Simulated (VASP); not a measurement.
A run of VASP 6.6.1:

Contents of INCAR:

```
PREC = Accurate
ENCUT = 520
EDIFF = 1E-7
ISMEAR = 0
SIGMA = 0.020999999999999998
LREAL = False
LASPH = True
NELM = 60
ALGO = Normal
ISIF = 2
LWAVE = False
LCHARG = True
GGA = PE
LELF = True
LVHAR = True
NBANDS = 12
```

The input KPOINTS:

```
Automatic mesh
0
Gamma
  8 8 8
```

Contents of POSCAR:

```
Sb
1.0
    2.1542000000      1.2437279499      3.7580000000
   -2.1542000000      1.2437279499      3.7580000000
    0.0000000000     -2.4874558998      3.7580000000
Sb
2
Direct
    0.7665100000      0.7665100000      0.7665100000
    0.2334900000      0.2334900000      0.2334900000
```

Potentials or basis: VASP PAW PBE potentials, release 64 (Sb).

Run with:

```bash
$ cat potpaw_PBE.64/Sb/POTCAR > POTCAR
$ mpirun -np 1 vasp_std > vasp.out
```

Hardware: 1 thread of AMD EPYC 9R45 96-Core Processor (Zen 5) (shared host).

Q: How long does it take, and how much memory?

A: Run time: 26 s on 1 thread of AMD EPYC 9R45 96-Core Processor (Zen 5), on a shared host, peak memory 0.19 GiB. Counts: scf iterations 13, k points 65.
